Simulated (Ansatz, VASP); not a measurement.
**One calculation of Rb, two programs**

The input INCAR:

```
PREC = Accurate
ENCUT = 520
EDIFF = 1E-6
ISMEAR = 0
SIGMA = 0.1
LREAL = F
LASPH = T
NELM = 60
ALGO = Fast
ISIF = 2
LWAVE = F
LCHARG = T
GGA = PE
LELF = T
LVHAR = T
NBANDS = 16
```

Contents of KPOINTS:

```
regular mesh
0
Gamma
  9 9 6
```

POSCAR

```
Rb
1.0
    4.9343904791      0.0000000000      0.0000000000
   -2.4671952396      4.2733075071      0.0000000000
    0.0000000000      0.0000000000      8.9466397855
Rb
2
Direct
    0.3333333300      0.6666666700      0.2500000000
    0.6666666700      0.3333333300      0.7500000000
```

Input for Ansatz:

```yaml
crystal:
  lattice:
    - [4.9343904791, 0.0, 0.0]
    - [-2.4671952396, 4.2733075071, 0.0]
    - [0.0, 0.0, 8.9466397855]
  atoms:
    - { symbol: Rb, position: [0.33333333, 0.66666667, 0.25] }
    - { symbol: Rb, position: [0.66666667, 0.33333333, 0.75] }
basis:
  ecutwfc: 420
kpoints:
  mp_grid: { grid: [9, 9, 6] }
hamiltonian:
  xc: pbe
scf:
  occupations: { method: gaussian, width: 0.1 }
output:
  forces: true
  stress: true
  eigenvalues: true
```

Alike in both runs: task single point; functional PBE; k mesh 9 × 9 × 6; occupations gaussian, width 0.1 eV; no spin polarisation.

|  | VASP | Ansatz |
| --- | --- | --- |
| version | VASP 6.6.1 | Ansatz 0.2.0 |
| potentials or method | VASP PAW PBE potentials, release 64 (Rb_sv), cutoff 520 eV | scalar-relativistic, plane waves, PAW |
| valence electrons in the cell | 18 | 18 |

|  | VASP | Ansatz | Ansatz less VASP |
| --- | --- | --- | --- |
| gap on the k mesh at the Fermi level (eV) | none | none | - |
| pressure (GPa) | -0.1 | -0.1 | 0.00 |
| traceless stress, the component that is largest in VASP (GPa) | -0.24 | -0.24 | 0.000 |

A gap of «none» marks a metal or a gap that the smearing closes. The functional is the same, so the differences come from potentials, cutoffs and numerics.
